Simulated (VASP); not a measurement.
Here is a VASP 6.6.1 calculation.

The input INCAR:

```
PREC     = Accurate       # precision mode
ENCUT    = 520            # plane-wave cutoff, eV
EDIFF    = 1E-7           # SCF threshold, eV
ISMEAR   = 0              # smearing method
SIGMA    = 0.1            # smearing width, eV
LREAL    = F              # projectors in reciprocal space
LASPH    = T              # aspherical terms in the spheres
NELM     = 80             # most SCF steps
ALGO     = Normal         # electronic algorithm
ISIF     = 2              # what is computed and relaxed
LWAVE    = F              # write WAVECAR
LCHARG   = T              # write CHGCAR
LDIPOL   = T            
IDIPOL   = 3            
DIPOL    = 0.5 0.5 0.348
GGA      = PE             # functional
IVDW     = 12             # dispersion correction
LELF     = T              # ELF
LVHAR    = T            
LVACPOTAV= T            
NBANDS   = 32             # bands
```

KPOINTS

```
regular mesh
0
Gamma
  6 6 1
```

The input POSCAR:

```
Ga2Sb2CO
1.0
    4.3343814647      0.0000000000      0.0000000000
   -2.1671907324      3.7536844581      0.0000000000
    0.0000000000      0.0000000000     23.6197422994
Sb Ga O C
2 2 1 1
Direct
    0.0000000000      0.0000000000      0.1693498578
    0.3333333333      0.6666666667      0.3259656336
    0.3333333333      0.6666666667      0.2068080104
    0.6666666667      0.3333333333      0.3585874135
    0.8888888889      1.0000000000      0.4898335533
    0.8888888889      1.0000000000      0.5385216375
```

Potentials or basis: VASP PAW PBE potentials, release 64 (Sb, Ga_d, O, C).

The run is started by

```sh
$ cat potpaw_PBE.64/Sb/POTCAR potpaw_PBE.64/Ga_d/POTCAR potpaw_PBE.64/O/POTCAR potpaw_PBE.64/C/POTCAR > POTCAR
$ mpirun -np 1 vasp_std > vasp.out
```

(1) What does it give for the dispersion energy per atom?

(2) What does it give for the largest force?

## Answers

(1) -0.167 eV.

(2) 0.668 eV/Å.
